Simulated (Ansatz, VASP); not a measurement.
**Bi: VASP beside Ansatz**

```
Bi
1.0
    -4.41477    4.41477    4.41477
     4.41477   -4.41477    4.41477
     4.41477    4.41477   -4.41477
Bi
8
Cartesian
  0.8854 0.8854 0.8854
  -0.8854 3.5294 0.8854
  0.8854 -0.8854 3.5294
  3.5294 0.8854 -0.8854
  3.5294 3.5294 3.5294
  0.8854 5.3001 -0.8854
  -0.8854 0.8854 5.3001
  5.3001 -0.8854 0.8854
```

Alike in both runs: functional PBE; k mesh 4 × 4 × 4; occupations gaussian, width 0.1 eV; no spin polarisation.

Ansatz relaxed the structure, and its values are those at the end. VASP's run is a single point on that final structure, the one shown.

|  | VASP | Ansatz |
| --- | --- | --- |
| version | VASP 6.6.1 | Ansatz 0.2.0 |
| potentials or method | VASP PAW PBE potentials, release 64 (Bi_d), cutoff 520 eV | scalar-relativistic, plane waves, PAW |
| valence electrons in the cell | 120 | 120 |

Ansatz gave:

| Property | Result |
| --- | --- |
| gap on the k mesh at the Fermi level (eV) | none |
| pressure (GPa) | 0.0 |
| rms of the force components (eV/Å) | 0.006 |

What did VASP give for the same quantities?

gap on the k mesh at the Fermi level (eV): none; pressure (GPa): -0.1; rms of the force components (eV/Å): 0.005.

A gap of «none» marks a metal or a gap that the smearing closes.

Spin-orbit coupling is off throughout.
